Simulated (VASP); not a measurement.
# Mg32HO32 (a cell with a defect) in VASP: single point with PBEsol

Aim: the single point of Mg32HO32 (a cell with a defect) with PBEsol.

All numbers are computed with VASP 6.6.1; they aren't measurements. Logs are shortened: lines on timing, memory, paths and dates and some standing lists are left out, and cuts for length are marked.

## (1) The cell of the first run

The cell holds a defect, 65 atoms: a = 8.429 Å, b = 8.429 Å, c = 8.429 Å, α = 90.00°, β = 90.00°, γ = 90.00°.

## (2) Single point, PBEsol

INCAR

```
SYSTEM = Mg32HO32
PREC = Accurate ; ENCUT = 520
EDIFF = 1E-6 ; ISMEAR = -1
SIGMA = 0.05 ; LREAL = Auto
LASPH = .TRUE. ; NELM = 100
ALGO = Normal ; ISIF = 2
LWAVE = .FALSE. ; LCHARG = .FALSE.
GGA = PS ; NELECT = 256.0
ISYM = 0 ; NBANDS = 166
```

KPOINTS

```
Automatic mesh
0
Gamma
  1 1 1
  0.25 0.25 0.25
```

POSCAR

```
Mg32HO32
1.0
    8.4288080000      0.0000000000      0.0000000000
    0.0000000000      8.4288080000      0.0000000000
    0.0000000000      0.0000000000      8.4288080000
O Mg H
32 32 1
Direct
    0.2485680000      0.9990390000      0.0012200000
    0.2485650000      0.0039330000      0.5008800000
    0.2485920000      0.4993750000      0.9964070000
    0.2497050000      0.5005110000      0.4997360000
    0.7482540000      0.9990430000      0.0011390000
    0.7482080000      0.9989960000      0.5008980000
    0.7482480000      0.4993540000      0.0012230000
    0.7531720000      0.4993510000      0.5008800000
    0.9991460000      0.2499340000      0.0000100000
    0.0014670000      0.2522500000      0.5000090000
    0.9988540000      0.7489920000      0.0011210000
    0.9992480000      0.7503140000      0.5013160000
    0.4982070000      0.2496440000      0.0011290000
    0.4995240000      0.2500420000      0.5013170000
    0.4974090000      0.7481900000      0.0017350000
    0.4930770000      0.7438550000      0.5014810000
    0.9988850000      0.9991380000      0.2512420000
    0.9991390000      0.0002080000      0.7502870000
    0.9993150000      0.4989440000      0.2499340000
    0.0014870000      0.5002130000      0.7480320000
    0.4974260000      0.9984610000      0.2520400000
    0.4981940000      0.9990700000      0.7505320000
    0.4932610000      0.4986670000      0.2562640000
    0.4995370000      0.4989040000      0.7501300000
    0.2481540000      0.2501030000      0.2499390000
    0.2494310000      0.2522680000      0.7480310000
    0.2478680000      0.7440750000      0.2562270000
    0.2481220000      0.7503210000      0.7501380000
    0.7483480000      0.2496780000      0.2512460000
    0.7494230000      0.2499270000      0.7502860000
    0.7476770000      0.7482110000      0.2520380000
    0.7482870000      0.7489780000      0.7505300000
    0.9976320000      0.9994710000      0.0007500000
    0.9960560000      0.0020120000      0.5007700000
    0.9961340000      0.4994760000      0.9982610000
    0.9929520000      0.5010770000      0.4991710000
    0.4991810000      0.9987150000      0.0014880000
    0.5002940000      0.9999790000      0.5010920000
    0.5003410000      0.4991170000      0.0002420000
    0.5201380000      0.4925830000      0.5075380000
    0.2486900000      0.2469170000      0.9982620000
    0.2502930000      0.2437320000      0.4991710000
    0.2483300000      0.7511330000      0.0002470000
    0.2418030000      0.7708600000      0.5075110000
    0.7486850000      0.2484150000      0.0007510000
    0.7512360000      0.2468290000      0.5007710000
    0.7479240000      0.7499700000      0.0014870000
    0.7492010000      0.7510860000      0.5010830000
    0.2483420000      0.0000170000      0.2490770000
    0.2486790000      0.0020480000      0.7533950000
    0.2419530000      0.4927570000      0.2296470000
    0.2502910000      0.5010800000      0.7565250000
    0.7479260000      0.9987160000      0.2502180000
    0.7486670000      0.9994500000      0.7518150000
    0.7492440000      0.4991340000      0.2490730000
    0.7512740000      0.4994660000      0.7534080000
    0.9975640000      0.2483460000      0.2497000000
    0.9991870000      0.2499710000      0.7502780000
    0.9979630000      0.7495250000      0.2507300000
    0.9975440000      0.7505280000      0.7518930000
    0.4987280000      0.2487550000      0.2507380000
    0.4997380000      0.2483280000      0.7519000000
    0.4975340000      0.7483220000      0.2518540000
    0.4986720000      0.7494620000      0.7514830000
    0.3178360000      0.5684510000      0.4324330000
```

Potentials or basis: VASP PAW PBE potentials, release 64 (O, Mg, H).

Launch:

```
$ cat potpaw_PBE.64/O/POTCAR potpaw_PBE.64/Mg/POTCAR potpaw_PBE.64/H/POTCAR > POTCAR
$ mpirun -np 1 vasp_std > vasp.out
```

OUTCAR:

```text
SYSTEM = Mg32HO32
   PREC = Accurate
   ENCUT = 520
   EDIFF = 1E-6
   ISMEAR = -1
   LREAL = Auto
   LASPH = .TRUE.
   NELM = 100
   ISIF = 2
   GGA = PS
   NELECT = 256.0
   ISYM = 0

 ion  position               nearest neighbor table
   1  0.249  0.999  0.001-  50 2.09  49 2.09  41 2.09  43 2.09  37 2.11  33 2.12
   2  0.249  0.004  0.501-  44 1.97  42 2.02  38 2.12  49 2.12  34 2.13  50 2.13
   3  0.249  0.499  0.996-  51 1.97  52 2.02  39 2.12  43 2.12  35 2.13  41 2.13
   4  0.250  0.501  0.500-  65 0.99  36 2.16  42 2.16  52 2.16  51 2.28  44 2.28  40 2.28
   5  0.748  0.999  0.001-  37 2.10  47 2.10  53 2.10  54 2.10  45 2.10  33 2.10
   6  0.748  0.999  0.501-  46 2.09  34 2.09  48 2.09  38 2.09  53 2.11  54 2.11
   7  0.748  0.499  0.001-  56 2.09  55 2.09  35 2.09  39 2.09  47 2.11  45 2.12
   8  0.753  0.499  0.501-  40 1.97  36 2.02  48 2.12  55 2.12  46 2.13  56 2.13
   9  0.999  0.250  0.000-  35 2.10  41 2.10  57 2.10  58 2.10  45 2.11  33 2.11
  10  0.001  0.252  0.500-  42 2.10  36 2.10  58 2.11  46 2.11  34 2.11  57 2.11
[... 71 lines left out ...]
                            34 2.96  33 2.97  45 2.97  49 2.97  55 2.97  53 2.98  42 2.99  36 2.99
  58  0.999  0.250  0.750-   9 2.10  18 2.11  30 2.11  20 2.11  26 2.11  10 2.11  56 2.96  50 2.96
                            46 2.97  34 2.97  41 2.97  35 2.97  33 2.99  45 2.99  54 2.99  36 2.99
  59  0.998  0.750  0.251-  11 2.10  17 2.10  27 2.11  31 2.11  19 2.11  12 2.11  36 2.96  55 2.97
                            48 2.97  53 2.98  47 2.98  33 2.98  43 2.99  49 2.99  44 2.99  51 2.99
  60  0.998  0.751  0.752-  11 2.10  32 2.10  18 2.10  20 2.11  12 2.11  28 2.11  44 2.92  56 2.96
                            35 2.96  54 2.97  33 2.97  43 2.97  48 2.98  47 2.98  36 2.99  52 2.99
  61  0.499  0.249  0.251-  13 2.10  29 2.10  23 2.11  21 2.11  25 2.11  14 2.11  42 2.96  49 2.97
                            38 2.97  53 2.98  37 2.98  45 2.98  39 2.99  55 2.99  40 2.99  51 2.99
  62  0.500  0.248  0.752-  13 2.10  22 2.10  30 2.10  26 2.11  24 2.11  14 2.11  40 2.92  50 2.96
                            41 2.96  45 2.97  54 2.97  39 2.97  38 2.98  37 2.98  42 2.99  52 2.99
  63  0.498  0.748  0.252-  16 2.10  23 2.10  27 2.11  15 2.11  21 2.11  31 2.11  47 2.98  37 2.98
                            53 2.98  43 2.98  39 2.99  49 2.99  38 2.99  48 2.99  55 2.99  51 3.05
  64  0.499  0.749  0.751-  22 2.10  32 2.10  16 2.11  15 2.11  28 2.11  24 2.11  52 2.96  39 2.97
                            43 2.97  47 2.98  37 2.98  54 2.98  38 2.99  48 2.99  40 2.99  44 2.99
  65  0.318  0.568  0.432-   4 0.99  40 1.93  44 1.93  51 1.93

IMPORTANT INFORMATION: All symmetrisations will be switched off!
NOSYMM: (Re-)initialisation of all symmetry stuff for point group C_1.

----------------------------------------------------------------------------------------

                                     Primitive cell

  volume of cell :     598.8230

  direct lattice vectors                    reciprocal lattice vectors
     8.428808000  0.000000000  0.000000000     0.118640738  0.000000000  0.000000000
[... 207 lines left out ...]
   EFERMI_NEDOS =   21; number of points for ismear=-14 and -15
   IALGO  =     38    algorithm
   IMIX   =      4    mixing-type and parameters
     AMIX     =   0.40;   BMIX     =  1.00
     AMIX_MAG =   1.60;   BMIX_MAG =  1.00
  volume/ion in A,a.u.               =       9.21        62.17
  Fermi-wavevector in a.u.,A,eV,Ry     =   1.233262  2.330527 20.693577  1.520935
  Thomas-Fermi vector in A             =   2.367999
   LORBIT       =      0    0 simple, 1 ext, 2 COOP (PROOUT), +10 PAW based schemes
   GGA     = PS    functional components
   LHFCALC =     F    Hartree Fock is set to
   AEXX    =    0.0000 exact exchange contribution
   IVDW    =     0    specifies the selected vdW correction
   LEPSILON=     F    determine dielectric tensor
   LRPA    =     F    only Hartree local field effects (RPA)
 non-spin polarized calculation
  energy-cutoff  :      520.00
  volume of cell :      598.82
 maximum number of plane-waves:     16125
 NGX is ok and might be reduce to    64
   NGX = 31   NGY = 31   NGZ = 31

 number of electron     255.9999959 magnetization

 Free energy of the ion-electron system (eV)
  ---------------------------------------------------
  ext. energy  EPLUGINS =         0.00000000
  ---------------------------------------------------
  free energy    TOTEN  =      -407.44840947 eV

  energy without entropy =     -407.44840947  energy(sigma->0) =     -407.44840947

 E-fermi :   4.2618     XC(G=0): -11.2966

 val. band max:        2.9832723625   @ k =   0.2500   0.2500   0.2500
 cond. band min:       8.4760753076   @ k =   0.2500  -0.2500   0.2500
 fundamental gap:      5.4928029450
 Fermi energy:         4.2617735880

 k-point     1 :       0.2500    0.2500    0.2500
  band No.  band energies     occupation
      1     -16.5924      2.00000
      2     -13.8854      2.00000
      3     -13.5657      2.00000
      4     -13.5607      2.00000
      5     -13.4444      2.00000
      6     -13.2422      2.00000
[... 561 lines left out ...]
    139      11.5245      0.00000
    140      11.7902      0.00000
 [bands above 140 left out]

------------------------ aborting loop because EDIFF is reached ----------------------------------------

  FORCE on cell =-STRESS in cart. coord.  units (eV):
  Direction    XX          YY          ZZ          XY          YZ          ZX
  --------------------------------------------------------------------------------------
  -------------------------------------------------------------------------------------
  Total       -5.2501632     -5.2521549     -5.3012527     -1.8347855      1.7841082      1.7990191
  in kB      -14.0470426    -14.0523716    -14.1837349     -4.9090494      4.7734601      4.8133549
  external PRESSURE =     -14.0943830 kB  Pullay stress =       0.0000000 kB

 VOLUME and BASIS-vectors are now :
 -----------------------------------------------------------------------------
  energy-cutoff  :      520.00
  volume of cell :      598.82
      direct lattice vectors                 reciprocal lattice vectors
     8.428808000  0.000000000  0.000000000     0.118640738  0.000000000  0.000000000
     0.000000000  8.428808000  0.000000000     0.000000000  0.118640738  0.000000000
     0.000000000  0.000000000  8.428808000     0.000000000  0.000000000  0.118640738

 POSITION                                       TOTAL-FORCE (eV/Angst)
 -----------------------------------------------------------------------------------
      2.09513      8.42071      0.01028        -0.003153     -0.007457      0.006061
      2.09511      0.03315      4.22182         0.000884     -0.002326     -0.001946
      2.09533      4.20914      8.39852         0.002953      0.002075      0.001570
      2.10472      4.21871      4.21218        -0.113079     -0.106577      0.107048
      6.30689      8.42074      0.00960        -0.002579     -0.002107      0.005099
      6.30650      8.42035      4.22197        -0.005945     -0.006439     -0.000137
[... 57 lines left out ...]
      4.20321      6.31707      6.33411         0.004220      0.002658      0.003491
      2.67898      4.79136      3.64489         0.113025      0.115126     -0.120922
 -----------------------------------------------------------------------------------
    total drift:                               -0.054128     -0.016566      0.023086

  FREE ENERGIE OF THE ION-ELECTRON SYSTEM (eV)
  ---------------------------------------------------
  free  energy   TOTEN  =      -407.4484094683 eV

  energy  without entropy=     -407.4484094682  energy(sigma->0) =     -407.44840947
```

Run time: 28 min. Hardware: 1 thread of AMD EPYC 7R13, shared host; peak memory 0.69 GiB.

Results:

- Free energy: -407.4484 eV
- Largest force: 0.202 eV/Å

Forces in eV/Å, atoms in the order of the input:
```
O   -0.003 -0.007  0.006
O    0.001 -0.002 -0.002
O    0.003  0.002  0.002
O   -0.113 -0.107  0.107
O   -0.003 -0.002  0.005
O   -0.006 -0.006  0.000
O   -0.007 -0.002  0.005
O   -0.001  0.001 -0.002
O   -0.007 -0.001  0.001
O    0.006  0.005 -0.003
O   -0.001 -0.004  0.006
O    0.001  0.000  0.003
O   -0.002  0.002  0.005
O   -0.002  0.005  0.003
O   -0.001 -0.003  0.006
O   -0.005 -0.005 -0.005
O   -0.003 -0.007  0.003
O   -0.005  0.002  0.003
O   -0.001 -0.003  0.002
O    0.004  0.007 -0.008
O   -0.002 -0.004  0.001
O   -0.004 -0.002  0.001
O   -0.008  0.008  0.006
O   -0.004 -0.003  0.001
O   -0.004  0.001  0.003
O    0.005  0.001 -0.006
O    0.010 -0.009  0.008
O   -0.005 -0.001 -0.001
O   -0.008  0.000  0.003
O   -0.005 -0.001  0.003
O   -0.003 -0.004  0.001
O   -0.005 -0.003  0.001
Mg   0.002  0.002 -0.002
Mg   0.006  0.003 -0.001
Mg   0.006 -0.001 -0.002
Mg   0.009 -0.004  0.003
Mg   0.004  0.003 -0.002
Mg   0.001  0.008  0.000
Mg  -0.002 -0.002 -0.008
Mg  -0.004 -0.003  0.005
Mg   0.001  0.006  0.000
Mg  -0.003  0.011  0.003
Mg   0.001 -0.004 -0.009
Mg  -0.003 -0.006  0.005
Mg   0.004  0.000 -0.002
Mg   0.003  0.007 -0.001
Mg   0.005  0.002 -0.003
Mg   0.009  0.000  0.000
Mg   0.002  0.009  0.004
Mg   0.001  0.000 -0.008
Mg  -0.004 -0.002  0.001
Mg  -0.003 -0.004 -0.009
Mg   0.005  0.004  0.001
Mg   0.003  0.002 -0.003
Mg   0.009 -0.001  0.004
Mg   0.000  0.000 -0.009
Mg   0.004  0.002  0.001
Mg  -0.001 -0.001  0.000
Mg  -0.007  0.001 -0.003
Mg   0.003 -0.001 -0.001
Mg   0.003 -0.008 -0.004
Mg   0.001  0.001 -0.002
Mg   0.003  0.002  0.001
Mg   0.004  0.003  0.003
H    0.113  0.115 -0.121
```

Levels at points of the mesh, in eV from the Fermi level:
```
           k point  band 124  band 125  band 126  band 127  band 128  band 129  band 130  band 131  band 132  band 133
(0.25, 0.25, 0.25)     -1.59     -1.58     -1.57     -1.29     -1.28      4.21      5.41      5.94      5.95      6.24
```

Caveat: the k points lie up to 0.75 Å⁻¹ apart; the cell carries a net charge on a neutralising background, which shifts energy and pressure; the cell is charged against a uniform background, so pressure and absolute levels hang on convention; the PAW data sets were made with another functional, which shifts forces and pressure a little.
